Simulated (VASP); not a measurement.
# GaIr4Ru (R-3m) in VASP: single point with PBE

Aim: the single point of GaIr4Ru with PBE.

Program: VASP 6.6.1. These are calculated values, not measurements. Logs are shortened: lines on timing, memory, paths and dates and some standing lists are left out, and cuts for length are marked.

### Step 1. The cell of the first run

Symmetry: R-3m, No. 166, trigonal system. Conventional cell: a = 6.254 Å, b = 6.254 Å, c = 13.309 Å, α = 90.00°, β = 90.00°, γ = 120.00°. Ga (site symmetry -3m) has 16 Ir at 3.48 to 4.60 Å and 6 Ru at 4.24 Å within 4.6 Å. Within 2.7 Å of Ru (site symmetry -3m) lie 2 Ir at 2.06 Å. Within 1.5 Å of Ir (site symmetry 3m) lie 1 Ir at 1.12 Å. Ir (site symmetry 3m) has 1 Ir at 1.12 Å within 1.5 Å.

### Step 2. Single point, PBE

INCAR

```
SYSTEM = GaIr4Ru
  PREC = Accurate
  ENCUT = 520
  EDIFF = 1E-7
  ISMEAR = 0
  SIGMA = 0.1
  LREAL = .False.
  LASPH = .True.
  NELM = 80
  ALGO = Normal
  ISIF = 2
  LWAVE = .False.
  LCHARG = .False.
  GGA = PE
  NBANDS = 40
```

KPOINTS

```
Automatic mesh
0
Gamma
  3 3 3
  0 0 0
```

POSCAR

```
GaIr4Ru
1.0
    3.1270487100      1.8054024200      4.4364674200
   -3.1270487100      1.8054024200      4.4364674200
    0.0000000000     -3.6108048300      4.4364674200
Ga Ru Ir
1 1 4
Direct
    0.5000000000      0.5000000000      0.5000000000
    0.0000000000      0.0000000000      0.0000000000
    0.7612380200      0.7612380200      0.7612380200
    0.2387619800      0.2387619800      0.2387619800
    0.1547445600      0.1547445600      0.1547445600
    0.8452554400      0.8452554400      0.8452554400
```

Potentials or basis: VASP PAW PBE potentials, release 64 (Ga_d, Ru_pv, Ir).

On the command line:

```sh
$ cat potpaw_PBE.64/Ga_d/POTCAR potpaw_PBE.64/Ru_pv/POTCAR potpaw_PBE.64/Ir/POTCAR > POTCAR
$ mpirun -np 1 vasp_std > vasp.out
```

OUTCAR:

```text
SYSTEM = GaIr4Ru
   PREC = Accurate
   ENCUT = 520
   EDIFF = 1E-7
   ISMEAR = 0
   LREAL = .False.
   LASPH = .True.
   NELM = 80
   ISIF = 2
   GGA = PE

 ion  position               nearest neighbor table
   1  0.500  0.500  0.500-
   2  0.000  0.000  0.000-   5 2.06   6 2.06   3 3.18   4 3.18
   3  0.761  0.761  0.761-   6 1.12   2 3.18
   4  0.239  0.239  0.239-   5 1.12   2 3.18
   5  0.155  0.155  0.155-   4 1.12   2 2.06
   6  0.845  0.845  0.845-   3 1.12   2 2.06

 -----------------------------------------------------------------------------
|                                                                             |
|           W    W    AA    RRRRR   N    N  II  N    N   GGGG   !!!           |
|           W    W   A  A   R    R  NN   N  II  NN   N  G    G  !!!           |
|           W    W  A    A  R    R  N N  N  II  N N  N  G       !!!           |
|           W WW W  AAAAAA  RRRRR   N  N N  II  N  N N  G  GGG   !            |
|           WW  WW  A    A  R   R   N   NN  II  N   NN  G    G                |
|           W    W  A    A  R    R  N    N  II  N    N   GGGG   !!!           |
|                                                                             |
|     The distance between some ions is very small. Please check the          |
|     nearest-neighbor list in the OUTCAR file.                               |
|     I HOPE YOU KNOW WHAT YOU ARE DOING!                                     |
|                                                                             |
 -----------------------------------------------------------------------------

  LATTYP: Found a trigonal (rhomboedric) cell.
 ALAT       =     5.7201533799
 COS(alpha) =     0.4022990574

  Lattice vectors:

 A1 = (   3.1270487100,   1.8054024200,   4.4364674200)
 A2 = (  -3.1270487100,   1.8054024200,   4.4364674200)
 A3 = (   0.0000000000,  -3.6108048300,   4.4364674200)

Analysis of symmetry for initial positions (statically):
=====================================================================
 Subroutine PRICEL returns:
 Original cell was already a primitive cell.

 Routine SETGRP: Setting up the symmetry group for a
 trigonal (rhombohedral) supercell.

 Subroutine GETGRP returns: Found 12 space group operations
 (whereof 12 operations were pure point group operations)
 out of a pool of 12 trial point group operations.

The static configuration has the point symmetry D_3d.

Analysis of symmetry for dynamics (positions and initial velocities):
=====================================================================
 Subroutine PRICEL returns:
[... 106 lines left out ...]
   POTIM  = 0.5000    time-step for ionic-motion
   TEBEG  =    0.0;   TEEND  =   0.0 temperature during run
   PSTRESS=    0.0 pullay stress
   NELECT =      63.0000    total number of electrons
   NUPDOWN=      -1.0000    fix difference up-down
   EMIN   =  10.00;   EMAX   =-10.00  energy-range for DOS
   EFERMI =   0.00;   METHOD = LEGACY
   ISMEAR =     0;   SIGMA  =   0.10  broadening in eV -4-tet -1-fermi 0-gaus
   EFERMI_NEDOS =   21; number of points for ismear=-14 and -15
   IALGO  =     38    algorithm
   IMIX   =      4    mixing-type and parameters
     AMIX     =   0.40;   BMIX     =  1.00
     AMIX_MAG =   1.60;   BMIX_MAG =  1.00
  volume/ion in A,a.u.               =      25.05       169.02
  Fermi-wavevector in a.u.,A,eV,Ry     =   1.225244  2.315376 20.425379  1.501223
  Thomas-Fermi vector in A             =   2.360289
   LORBIT       =      0    0 simple, 1 ext, 2 COOP (PROOUT), +10 PAW based schemes
   GGA     = PE    functional components
   LHFCALC =     F    Hartree Fock is set to
   AEXX    =    0.0000 exact exchange contribution
   IVDW    =     0    specifies the selected vdW correction
   LEPSILON=     F    determine dielectric tensor
   LRPA    =     F    only Hartree local field effects (RPA)
 non-spin polarized calculation
 Gauss-broadening in eV      SIGMA  =   0.10
  energy-cutoff  :      520.00
  volume of cell :      150.28
 maximum number of plane-waves:      4079
 NGX is ok and might be reduce to    42
   NGX = 21   NGY = 21   NGZ = 21

 number of electron      62.9999997 magnetization

 Free energy of the ion-electron system (eV)
  ---------------------------------------------------
  ext. energy  EPLUGINS =         0.00000000
  ---------------------------------------------------
  free energy    TOTEN  =       131.42674764 eV

  energy without entropy =      131.46485655  energy(sigma->0) =      131.44580210

 E-fermi :   4.1903     XC(G=0):  -9.8129

 val. band max:        4.1869535938   @ k =  -0.3333   0.3333   0.3333
 cond. band min:       4.3821704239   @ k =   0.3333   0.3333  -0.0000
 fundamental gap:      0.1952168302
 Fermi energy:         4.1903301032

 k-point     1 :       0.0000    0.0000    0.0000
  band No.  band energies     occupation
      1     -39.2789      2.00000
      2     -38.3162      2.00000
      3     -38.3162      2.00000
      4     -10.6948      2.00000
      5     -10.6793      2.00000
      6     -10.6793      2.00000
[... 247 lines left out ...]
     39       6.7560      0.00000
     40       7.3939      0.00000

------------------------ aborting loop because EDIFF is reached ----------------------------------------

  FORCE on cell =-STRESS in cart. coord.  units (eV):
  Direction    XX          YY          ZZ          XY          YZ          ZX
  --------------------------------------------------------------------------------------
  -------------------------------------------------------------------------------------
  Total      -10.6072977    -10.6072977    766.4316724      0.0000000      0.0000006     -0.0000000
  in kB     -113.0884176   -113.0884179   8171.2183001      0.0000000      0.0000061     -0.0000000
  external PRESSURE =    2648.3471549 kB  Pullay stress =       0.0000000 kB

 VOLUME and BASIS-vectors are now :
 -----------------------------------------------------------------------------
  energy-cutoff  :      520.00
  volume of cell :      150.28
      direct lattice vectors                 reciprocal lattice vectors
     3.127048710  1.805402420  4.436467420     0.159895175  0.092315522  0.075134854
    -3.127048710  1.805402420  4.436467420    -0.159895175  0.092315522  0.075134854
     0.000000000 -3.610804830  4.436467420     0.000000000 -0.184631044  0.075134854

 POSITION                                       TOTAL-FORCE (eV/Angst)
 -----------------------------------------------------------------------------------
      0.00000      0.00000      6.65470        -0.000000      0.000000     -0.000000
      0.00000      0.00000      0.00000         0.000000      0.000000      0.000000
      0.00000      0.00000     10.13162         0.000000     -0.000000   -326.160985
      0.00000      0.00000      3.17778         0.000000      0.000000    326.160985
      0.00000      0.00000      2.05956         0.000000     -0.000000   -315.269802
      0.00000      0.00000     11.24984         0.000000      0.000000    315.269802
 -----------------------------------------------------------------------------------
    total drift:                                0.000000      0.000000     -0.000000

  FREE ENERGIE OF THE ION-ELECTRON SYSTEM (eV)
  ---------------------------------------------------
  free  energy   TOTEN  =       131.4267476433 eV

  energy  without entropy=      131.4648565534  energy(sigma->0) =      131.44580210
```

stdout:

```text
POSCAR found type information on POSCAR GaRuIr
 POSCAR found :  3 types and       6 ions
 scaLAPACK will be used
 LDA part: xc-table for (Slater+PW92), standard interpolation
 -----------------------------------------------------------------------------
|                                                                             |
|           W    W    AA    RRRRR   N    N  II  N    N   GGGG   !!!           |
|           W    W   A  A   R    R  NN   N  II  NN   N  G    G  !!!           |
|           W    W  A    A  R    R  N N  N  II  N N  N  G       !!!           |
|           W WW W  AAAAAA  RRRRR   N  N N  II  N  N N  G  GGG   !            |
|           WW  WW  A    A  R   R   N   NN  II  N   NN  G    G                |
|           W    W  A    A  R    R  N    N  II  N    N   GGGG   !!!           |
|                                                                             |
|     The distance between some ions is very small. Please check the          |
|     nearest-neighbor list in the OUTCAR file.                               |
|     I HOPE YOU KNOW WHAT YOU ARE DOING!                                     |
|                                                                             |
 -----------------------------------------------------------------------------

 POSCAR, INCAR and KPOINTS ok, starting setup
 FFT: planning ... GRIDC
 FFT: planning ... GRID_SOFT
 FFT: planning ... GRID
 WAVECAR not read
 entering main loop
```

It took 64 s on 1 thread of Intel Xeon Platinum 8375C at 2.90GHz (Ice Lake), shared host; peak memory 0.33 GiB.

Results:

```
Free energy   : 131.4267 eV
Pressure      : 264.8 GPa
Largest force : 326.161 eV/Å
```

Forces in eV/Å, atoms in the order of the input:
```
Ga     0.000    0.000    0.000
Ru     0.000    0.000    0.000
Ir     0.000    0.000 -326.161
Ir     0.000    0.000  326.161
Ir     0.000    0.000 -315.270
Ir     0.000    0.000  315.270
```

Levels at points of the mesh, in eV from the Fermi level:
```tsv
k point	band 30	band 31	band 32	band 33	band 34	band 35
(0.00, 0.00, 0.00)	-0.24	-0.24	0.21	0.21	0.41	1.33
```

Caveat: the k points lie up to 0.42 Å⁻¹ apart; spin-orbit coupling is left out, which moves the levels of the heavy elements; forces of over 1 eV/Å act on the atoms, so gaps and moduli don't describe the material at rest.
